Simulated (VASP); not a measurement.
# CoSn2 (I4/mcm) in VASP: notebook, part 2 of 2

VASP 6.6.1. The steps go on from the part before.

## Step 3: Single point, PBEsol

This run uses another cell than the first one, of 17.20 Å³/atom.

The input, INCAR:

```
ALGO = Fast
EDIFF = 1E-6
ENCUT = 520
GGA = PS
ISIF = 2
ISMEAR = 0
LASPH = True
LCHARG = False
LREAL = False
LWAVE = False
NBANDS = 46
NELM = 100
PREC = Accurate
SIGMA = 0.1
```

The input, KPOINTS:

```
k-points
0
Gamma
  8 8 8
```

The input, POSCAR:

```
CoSn2
1.0
   -3.1084717260      3.1084717260      2.6695253727
    3.1084717260     -3.1084717260      2.6695253727
    3.1084717260      3.1084717260     -2.6695253727
Co Sn
2 4
Direct
    0.2500000000      0.2500000000      0.0000000000
    0.7500000000      0.7500000000      0.0000000000
    0.6659958460      0.1659958460      0.8319916920
    0.1659958460      0.3340041540      0.5000000000
    0.3340041540      0.8340041540      0.1680083080
    0.8340041540      0.6659958460      0.5000000000
```

Potentials or basis: VASP PAW PBE potentials, release 64 (Co, Sn_d).

Launch:

```bash
cat potpaw_PBE.64/Co/POTCAR potpaw_PBE.64/Sn_d/POTCAR > POTCAR
mpirun -np 1 vasp_std > vasp.out
```

OUTCAR:

```text
EDIFF = 1E-6
   ENCUT = 520
   GGA = PS
   ISIF = 2
   ISMEAR = 0
   LASPH = True
   LREAL = False
   NELM = 100
   PREC = Accurate

 ion  position               nearest neighbor table
   1  0.250  0.250  0.000-   2 2.67   2 2.67   3 2.68   4 2.68   5 2.68   4 2.68   3 2.68   5 2.68
                             6 2.68   6 2.68
   2  0.750  0.750  0.000-   1 2.67   1 2.67   3 2.68   5 2.68   6 2.68   6 2.68   3 2.68   5 2.68
                             4 2.68   4 2.68
   3  0.666  0.166  0.832-   1 2.68   2 2.68   1 2.68   2 2.68   5 2.92   5 3.05   5 3.05   4 3.28
                             6 3.28   6 3.28   4 3.28   6 3.37   4 3.37   4 3.37   6 3.37
   4  0.166  0.334  0.500-   1 2.68   1 2.68   2 2.68   2 2.68   6 2.92   6 3.05   6 3.05   5 3.28
                             3 3.28   5 3.28   3 3.28   3 3.37   5 3.37   3 3.37   5 3.37
   5  0.334  0.834  0.168-   1 2.68   2 2.68   1 2.68   2 2.68   3 2.92   3 3.05   3 3.05   6 3.28
                             4 3.28   6 3.28   4 3.28   4 3.37   6 3.37   6 3.37   4 3.37
   6  0.834  0.666  0.500-   2 2.68   2 2.68   1 2.68   1 2.68   4 2.92   4 3.05   4 3.05   5 3.28
                             3 3.28   5 3.28   3 3.28   5 3.37   3 3.37   3 3.37   5 3.37

  LATTYP: Found a body centered tetragonal cell.
 ALAT       =     6.2169434520
 C/A-ratio  =     0.8587903021

  Lattice vectors:

 A1 = (  -3.1084717260,   3.1084717260,   2.6695253727)
 A2 = (   3.1084717260,  -3.1084717260,   2.6695253727)
 A3 = (   3.1084717260,   3.1084717260,  -2.6695253727)

Analysis of symmetry for initial positions (statically):
=====================================================================
 Subroutine PRICEL returns:
 Original cell was already a primitive cell.

 Routine SETGRP: Setting up the symmetry group for a
 body centered tetragonal supercell.

 Subroutine GETGRP returns: Found 16 space group operations
 (whereof  8 operations were pure point group operations)
 out of a pool of 16 trial point group operations.

The static configuration has the point symmetry C_4h.
 The point group associated with its full space group is D_4h.

Analysis of symmetry for dynamics (positions and initial velocities):
=====================================================================
 Subroutine PRICEL returns:
 Original cell was already a primitive cell.

 Routine SETGRP: Setting up the symmetry group for a
 body centered tetragonal supercell.

 Subroutine GETGRP returns: Found 16 space group operations
 (whereof  8 operations were pure point group operations)
 out of a pool of 16 trial point group operations.

The dynamic configuration has the point symmetry C_4h.
 The point group associated with its full space group is D_4h.

 Subroutine INISYM returns: Found 16 space group operations
 (whereof  8 operations are pure point group operations),
 and found     1 'primitive' translations

----------------------------------------------------------------------------------------

                                     Primitive cell

  volume of cell :     103.1782

  direct lattice vectors                    reciprocal lattice vectors
    -3.108471726  3.108471726  2.669525373     0.000000000  0.160850747  0.187299212
     3.108471726 -3.108471726  2.669525373     0.160850747  0.000000000  0.187299212
     3.108471726  3.108471726 -2.669525373     0.160850747  0.160850747  0.000000000

  length of vectors
[... 48 lines left out ...]
  0.125000  0.000000 -0.000000      8.000000
  0.250000  0.000000 -0.000000      8.000000
  0.375000  0.000000 -0.000000      8.000000
  0.500000  0.000000 -0.000000      4.000000
  0.125000  0.125000 -0.000000      8.000000
[... 16 lines left out ...]
  0.250000  0.125000  0.125000     16.000000
  0.375000  0.125000  0.125000      8.000000
 [... further k-points ...]
   k-points           NKPTS =     59   k-points in BZ     NKDIM =     59   number of bands    NBANDS=     46
   number of dos      NEDOS =    301   number of ions     NIONS =      6
   total plane-waves  NPLWV =  64000
   dimension x,y,z NGX =    40 NGY =   40 NGZ =   40
   dimension x,y,z NGXF=    80 NGYF=   80 NGZF=   80
   ions per type =               2   4
   NGX,Y,Z   is equivalent  to a cutoff of  12.93, 12.93, 12.93 a.u.
   NGXF,Y,Z  is equivalent  to a cutoff of  25.86, 25.86, 25.86 a.u.
 SYSTEM =  unknown system
   PREC   = accura    normal or accurate (medium, high low for compatibility)
   ISTART =      0    job   : 0-new  1-cont  2-samecut
   ICHARG =      2    charge: 1-file 2-atom 10-const
   ISPIN  =      1    spin polarized calculation?
   LNONCOLLINEAR =      F non collinear calculations
   LSORBIT =      F    spin-orbit coupling
   LASPH  =      T    aspherical Exc in radial PAW
   ENCUT  =  520.0 eV  38.22 Ry    6.18 a.u.   9.56  9.56  9.56*2*pi/ulx,y,z
   NELM   =    100;   NELMIN=  2; NELMDL= -5     # of ELM steps
   EDIFF  = 0.1E-05   stopping-criterion for ELM
   LREAL  =      F    real-space projection
   EDIFFG = 0.1E-04   stopping-criterion for IOM
   NSW    =      0    number of steps for IOM
   IBRION =     -1    ionic relax: 0-MD 1-quasi-New 2-CG
   NFREE  =      0    steps in history (QN), initial steepest desc. (CG)
   ISIF   =      2    stress and relaxation
   ISYM   =      2    0-nonsym 1-usesym 2-fastsym
   POTIM  = 0.5000    time-step for ionic-motion
   TEBEG  =    0.0;   TEEND  =   0.0 temperature during run
   PSTRESS=    0.0 pullay stress
   NELECT =      74.0000    total number of electrons
   NUPDOWN=      -1.0000    fix difference up-down
   EMIN   =  10.00;   EMAX   =-10.00  energy-range for DOS
   EFERMI =   0.00;   METHOD = LEGACY
   ISMEAR =     0;   SIGMA  =   0.10  broadening in eV -4-tet -1-fermi 0-gaus
   EFERMI_NEDOS =   21; number of points for ismear=-14 and -15
   IALGO  =     68    algorithm
   IMIX   =      4    mixing-type and parameters
     AMIX     =   0.40;   BMIX     =  1.00
     AMIX_MAG =   1.60;   BMIX_MAG =  1.00
  volume/ion in A,a.u.               =      17.20       116.05
  Fermi-wavevector in a.u.,A,eV,Ry     =   1.465400  2.769204 29.217102  2.147396
  Thomas-Fermi vector in A             =   2.581261
   LORBIT       =      0    0 simple, 1 ext, 2 COOP (PROOUT), +10 PAW based schemes
   GGA     = PS    functional components
   LHFCALC =     F    Hartree Fock is set to
   AEXX    =    0.0000 exact exchange contribution
   IVDW    =     0    specifies the selected vdW correction
   LEPSILON=     F    determine dielectric tensor
   LRPA    =     F    only Hartree local field effects (RPA)
 non-spin polarized calculation
 RMM-DIIS sequential band-by-band and
 Gauss-broadening in eV      SIGMA  =   0.10
  energy-cutoff  :      520.00
  volume of cell :      103.18
 maximum number of plane-waves:      2814
 NGX is ok and might be reduce to    40
   NGX = 19   NGY = 19   NGZ = 19

 number of electron      73.9999994 magnetization

 Free energy of the ion-electron system (eV)
  ---------------------------------------------------
  ext. energy  EPLUGINS =         0.00000000
  ---------------------------------------------------
  free energy    TOTEN  =       -33.25840738 eV

  energy without entropy =      -33.24313965  energy(sigma->0) =      -33.25077352

 E-fermi :  11.3451     XC(G=0): -12.2692

 val. band max:       11.3231234777   @ k =  -0.2500   0.3750   0.2500
 cond. band min:      11.3502777117   @ k =  -0.2500   0.2500   0.1250
 fundamental gap:      0.0271542340
 Fermi energy:        11.3450514860

 k-point     1 :       0.0000    0.0000    0.0000
  band No.  band energies     occupation
      1     -10.2012      2.00000
      2     -10.1755      2.00000
      3     -10.1448      2.00000
      4     -10.1448      2.00000
      5     -10.1439      2.00000
      6     -10.1428      2.00000
[... 1165 lines left out ...]
     45      15.7443      0.00000
     46      15.7443      0.00000

 [... further k-points ...]
[... 5 lines left out ...]
  --------------------------------------------------------------------------------------
  -------------------------------------------------------------------------------------
  Total        2.5374417      2.5374417      2.5583522      0.0000000      0.0000000      0.0000000
  in kB       39.4020456     39.4020456     39.7267486      0.0000000      0.0000000      0.0000000
  external PRESSURE =      39.5102799 kB  Pullay stress =       0.0000000 kB

 VOLUME and BASIS-vectors are now :
 -----------------------------------------------------------------------------
  energy-cutoff  :      520.00
  volume of cell :      103.18
      direct lattice vectors                 reciprocal lattice vectors
    -3.108471726  3.108471726  2.669525373     0.000000000  0.160850747  0.187299212
     3.108471726 -3.108471726  2.669525373     0.160850747  0.000000000  0.187299212
     3.108471726  3.108471726 -2.669525373     0.160850747  0.160850747  0.000000000

 POSITION                                       TOTAL-FORCE (eV/Angst)
 -----------------------------------------------------------------------------------
      0.00000      0.00000      1.33476         0.000000      0.000000      0.000000
      0.00000      0.00000      4.00429         0.000000      0.000000      0.000000
      1.03199      4.14046      0.00000         0.002688      0.002688      0.000000
      2.07648      1.03199      0.00000        -0.002688      0.002688      0.000000
      2.07648     -1.03199      2.66953        -0.002688     -0.002688     -0.000000
      1.03199      2.07648      2.66953         0.002688     -0.002688     -0.000000
 -----------------------------------------------------------------------------------
    total drift:                               -0.000000     -0.000000      0.000000

  FREE ENERGIE OF THE ION-ELECTRON SYSTEM (eV)
  ---------------------------------------------------
  free  energy   TOTEN  =       -33.2584073817 eV

  energy  without entropy=      -33.2431396484  energy(sigma->0) =      -33.25077352
```

It took 2.9 min on 1 thread of AMD EPYC 9R45 (Zen 5), shared host; peak memory 0.35 GiB.

Results:

* Free energy: -33.2584 eV
* Pressure: 4.0 GPa
* Largest force: 0.004 eV/Å
* Band gap on the k mesh: zero (bands 37 and 38 overlap by 1.76 eV)

Forces in eV/Å, atoms in the order of the input:
```
Co   0.000  0.000  0.000
Co   0.000  0.000  0.000
Sn   0.003  0.003  0.000
Sn  -0.003  0.003  0.000
Sn  -0.003 -0.003  0.000
Sn   0.003 -0.003  0.000
```

Caveat: the cell stands under pressure; the PAW data sets were made with another functional, which shifts forces and pressure a little; spin-orbit coupling is left out, which moves the levels of the heavy elements; the run has no spin polarisation, though such a crystal can be magnetic. Spin polarisation is off, so any magnetic state and its effect on volume and gap are missing.

## Step 4: Single point, PBEsol

This run uses another cell than the first one, of 17.59 Å³/atom.

The input, INCAR:

```
  PREC = Accurate
  ENCUT = 520
  EDIFF = 1E-6
  ISMEAR = 0
  SIGMA = 0.1
  LREAL = F
  LASPH = T
  NELM = 100
  ALGO = Fast
  ISIF = 2
  LWAVE = F
  LCHARG = F
  GGA = PS
  NBANDS = 46
```

The input, KPOINTS:

```
Automatic mesh
0
Gamma
  8 8 8
```

The input, POSCAR:

```
CoSn2
1.0
   -3.1314814424      3.1314814424      2.6908336421
    3.1314814424     -3.1314814424      2.6908336421
    3.1314814424      3.1314814424     -2.6908336421
Co Sn
2 4
Direct
    0.2500000000      0.2500000000      0.0000000000
    0.7500000000      0.7500000000      0.0000000000
    0.6662315288      0.1662315288      0.8324630576
    0.1662315288      0.3337684712      0.5000000000
    0.3337684712      0.8337684712      0.1675369424
    0.8337684712      0.6662315288      0.5000000000
```

Launch:

```bash
cat potpaw_PBE.64/Co/POTCAR potpaw_PBE.64/Sn_d/POTCAR > POTCAR
mpirun -np 1 vasp_std > vasp.out
```

Wall time 2.9 min (1 thread of AMD EPYC 9R45 (Zen 5), shared host); peak memory 0.36 GiB.

Results (log left out):

- Free energy: -33.2953 eV
- Pressure: 0.9 GPa
- Largest force: 0.004 eV/Å
- Band gap on the k mesh: zero (bands 37 and 38 overlap by 1.68 eV)

Forces in eV/Å, atoms in the order of the input:
```
Co   0.000  0.000  0.000
Co   0.000  0.000  0.000
Sn   0.003  0.003  0.000
Sn  -0.003  0.003  0.000
Sn  -0.003 -0.003  0.000
Sn   0.003 -0.003  0.000
```

Levels at points of the mesh, in eV from the Fermi level:
| k point | band 34 | band 35 | band 36 | band 37 | band 38 | band 39 | band 40 | band 41 |
| --- | --- | --- | --- | --- | --- | --- | --- | --- |
| (0.00, 0.00, 0.00) | -1.36 | -1.16 | -1.08 | -0.60 | -0.60 | 0.43 | 0.52 | 0.52 |
| (0.50, 0.00, 0.00) | -1.05 | -0.73 | -0.73 | 0.22 | 0.22 | 2.01 | 2.01 | 3.33 |
| (0.50, 0.50, 0.00) | -1.14 | -1.09 | -0.72 | -0.59 | 0.74 | 0.87 | 1.47 | 2.99 |
| (0.50, 0.50, 0.50) | -0.70 | -0.70 | 0.27 | 0.29 | 1.67 | 2.71 | 2.72 | 2.72 |

Caveat: the PAW data sets were made with another functional, which shifts forces and pressure a little; spin-orbit coupling is left out, which moves the levels of the heavy elements; the run has no spin polarisation, though such a crystal can be magnetic.

## Step 5: Summary

| cell | gap on the mesh (eV) | pressure (GPa) |
| --- | --- | --- |
| a = 5.057 Å, angles 105.6, 105.6, 117.5°, 6 atoms | none | 11.9 |
| a = 5.143 Å, angles 105.6, 105.6, 117.5°, 6 atoms | none | 4.0 |
| a = 5.182 Å, angles 105.6, 105.6, 117.4°, 6 atoms | none | 0.9 |

Alike in all rows: task single point; level PBEsol; potentials or basis VASP PAW PBE potentials, release 64 (Co, Sn_d); no spin polarisation; k mesh 8 × 8 × 8; cutoff (eV) 520; smearing gaussian 0.1 eV.

Caveats: the PAW data sets were made with another functional, which shifts forces and pressure a little; spin-orbit coupling is left out, which moves the levels of the heavy elements; the run has no spin polarisation, though such a crystal can be magnetic; the cell stands under pressure (at least some runs).

Total energies depend on the potentials used, so only differences within one code and one set of settings carry meaning.
